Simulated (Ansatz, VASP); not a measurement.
BaO in VASP and in Ansatz

INCAR

```
SYSTEM = BaO
  ALGO = Normal
  EDIFF = 1E-6
  ENCUT = 600
  GGA = PS
  GGA_COMPAT = .FALSE.
  ISIF = 2
  ISMEAR = 0
  LASPH = .TRUE.
  LCHARG = .TRUE.
  LELF = .TRUE.
  LREAL = .FALSE.
  LVHAR = .TRUE.
  LWAVE = .FALSE.
  NBANDS = 15
  NELM = 120
  PREC = Accurate
  SIGMA = 0.01
```

The input KPOINTS:

```
k-points
0
G
  8 8 8
  0 0 0
```

File POSCAR:

```
BaO
1.0
    0.0000000000      2.7344002323      2.7862384498
    2.7344002323      0.0000000000      2.7862384498
    2.7344002323      2.7344002323      0.0000000000
Ba O
1 1
Direct
    0.0000000000      0.0000000000      0.0000000000
    0.5000000000      0.5000000000      0.5000000000
```

Input for Ansatz:

```yaml
crystal:
  lattice:
    - [0.0, 2.7344002323, 2.7862384498]
    - [2.7344002323, 0.0, 2.7862384498]
    - [2.7344002323, 2.7344002323, 0.0]
  atoms:
    - { symbol: Ba, position: [0.0, 0.0, 0.0] }
    - { symbol: O, position: [0.5, 0.5, 0.5] }
basis:
  ecutwfc: 420
kpoints:
  mp_grid: { grid: [8, 8, 8] }
  band_path:
    path:
      - [0.0, 0.0, 0.0]
      - [0.0, 0.0, 0.0]
      - [0.0, 0.0, 0.0]
      - [0.0, 0.0, 0.0]
      - [0.0, 0.0, 0.0]
      - [0.0, 0.0, 0.0]
      - [0.0, 0.0, 0.0]
      - [0.0, 0.0, 0.0]
      - [0.0, 0.0, 0.0]
      - [0.0, 0.0, 0.0]
      - [0.0, 0.0, 0.0]
      - [0.0, 0.0, 0.0]
      - [0.0, 0.0, 0.0]
      - [0.0, 0.0, 0.0]
      - [0.0, 0.0, 0.0]
      - [0.0, 0.0, 0.0]
      - [0.0, 0.0, 0.0]
      - [0.0, 0.0, 0.0]
      - [0.0, 0.0, 0.0]
      - [0.0, 0.0, 0.0]
      - [0.0, 0.0, 0.0]
      - [0.0, 0.0, 0.0]
      - [0.0, 0.0, 0.0]
      - [0.0, 0.0, 0.0]
      - [0.0, 0.0, 0.0]
      - [0.0, 0.0, 0.0]
      - [0.3, 0.3, 0.0]
      - [0.3166666667, 0.3166666667, 0.0]
      - [0.3333333333, 0.3333333333, 0.0]
      - [0.35, 0.35, 0.0]
      - [0.3666666667, 0.3666666667, 0.0]
      - [0.3833333333, 0.3833333333, 0.0]
      - [0.4, 0.4, 0.0]
      - [0.4166666667, 0.4166666667, 0.0]
      - [0.4333333333, 0.4333333333, 0.0]
      - [0.45, 0.45, 0.0]
      - [0.4666666667, 0.4666666667, 0.0]
      - [0.4833333333, 0.4833333333, 0.0]
      - [0.5, 0.5, 0.0]
      - [0.0, 0.3, 0.3]
      - [0.0, 0.3166666667, 0.3166666667]
      - [0.0, 0.3333333333, 0.3333333333]
      - [0.0, 0.35, 0.35]
      - [0.0, 0.3666666667, 0.3666666667]
      - [0.0, 0.3833333333, 0.3833333333]
      - [0.0, 0.4, 0.4]
      - [0.0, 0.4166666667, 0.4166666667]
      - [0.0, 0.4333333333, 0.4333333333]
      - [0.0, 0.45, 0.45]
      - [0.0, 0.4666666667, 0.4666666667]
      - [0.0, 0.4833333333, 0.4833333333]
      - [0.0, 0.5, 0.5]
      - [0.5, 0.5, 0.5]
      - [0.5, 0.5, 0.5]
      - [0.5, 0.5, 0.5]
      - [0.5, 0.5, 0.5]
      - [0.5, 0.5, 0.5]
      - [0.5, 0.5, 0.5]
      - [0.5, 0.5, 0.5]
      - [0.5, 0.5, 0.5]
      - [0.5, 0.5, 0.5]
      - [0.5, 0.5, 0.5]
      - [0.5, 0.5, 0.5]
      - [0.5, 0.5, 0.5]
      - [0.5, 0.5, 0.5]
      - [0.0, 0.0, 0.5]
      - [0.0, 0.0, 0.5]
      - [0.0, 0.0, 0.5]
      - [0.0, 0.0, 0.5]
      - [0.0, 0.0, 0.5]
      - [0.0, 0.0, 0.5]
      - [0.0, 0.0, 0.5]
      - [0.0, 0.0, 0.5]
      - [0.0, 0.0, 0.5]
      - [0.0, 0.0, 0.5]
      - [0.0, 0.0, 0.5]
      - [0.0, 0.0, 0.5]
      - [0.0, 0.0, 0.5]
      - [0.5, 0.5, 0.5]
      - [0.5, 0.5, 0.5]
      - [0.5, 0.5, 0.5]
      - [0.5, 0.5, 0.5]
      - [0.5, 0.5, 0.5]
      - [0.5, 0.5, 0.5]
      - [0.5, 0.5, 0.5]
      - [0.5, 0.5, 0.5]
      - [0.5, 0.5, 0.5]
      - [0.5, 0.5, 0.5]
      - [0.5, 0.5, 0.5]
      - [0.5, 0.5, 0.5]
      - [0.5, 0.5, 0.5]
      - [0.0, 0.0, 0.5]
      - [0.0, 0.0, 0.5]
      - [0.0, 0.0, 0.5]
      - [0.0, 0.0, 0.5]
      - [0.0, 0.0, 0.5]
      - [0.0, 0.0, 0.5]
      - [0.0, 0.0, 0.5]
      - [0.0, 0.0, 0.5]
      - [0.0, 0.0, 0.5]
      - [0.0, 0.0, 0.5]
      - [0.0, 0.0, 0.5]
      - [0.0, 0.0, 0.5]
      - [0.0, 0.0, 0.5]
    npoints: 1
hamiltonian:
  xc: pbesol
  pseudopotentials: { kind: paw, azcp: { folder: soft_1 } }
scf:
  occupations: { method: fixed }
  n_extra_bands: 5
output:
  eigenvalues: true
```

Alike in both runs: task single point; functional PBEsol; k mesh 8 × 8 × 8; no spin polarisation.

|  | VASP | Ansatz |
| --- | --- | --- |
| version | VASP 6.6.1 | Ansatz 0.2.0 |
| potentials or method | VASP PAW PBE potentials, release 64 (Ba_sv, O), cutoff 600 eV | scalar-relativistic, plane waves, PAW |
| occupations | gaussian, width 0.01 eV | fixed |
| valence electrons in the cell | 16 | 16 |

```tsv
	VASP	Ansatz	Ansatz less VASP
gap on the k mesh at the Fermi level (eV)	1.74	1.81	+0.072
least direct gap on the mesh (eV)	1.74	1.81	+0.072
```

VASP's potentials were made for PBE, not for PBEsol, and Ansatz warns of the same on its side.

Neither program's run includes spin-orbit coupling.
